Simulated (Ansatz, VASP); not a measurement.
## V in VASP and in Ansatz

```
V
1.0
     0.00000    2.70548    2.70548
     2.70548    0.00000    2.70548
     2.70548    2.70548    0.00000
V
2
Direct
  0.12500 0.12500 0.12500
  0.87500 0.87500 0.87500
```

Alike in both runs: functional BLYP; k mesh 10 × 10 × 10; occupations fermi-dirac, width 0.1 eV; no spin polarisation.

Ansatz relaxed the structure, and its values are those at the end. VASP's run is a single point on that final structure, the one shown.

|  | VASP | Ansatz |
| --- | --- | --- |
| version | VASP 6.6.1 | Ansatz 0.2.0 |
| potentials or method | VASP PAW PBE potentials, release 64 (V_sv), cutoff 520 eV | plane waves (420 eV) with PAW, scalar-relativistic |
| valence electrons in the cell | 26 | 26 |

|  | VASP | Ansatz | Ansatz less VASP |
| --- | --- | --- | --- |
| pressure (GPa) | 0.3 | 0.0 | -0.22 |

VASP's potentials were made for PBE, not for BLYP. With one functional, cell and mesh, what is left measures potentials, basis and numerics.
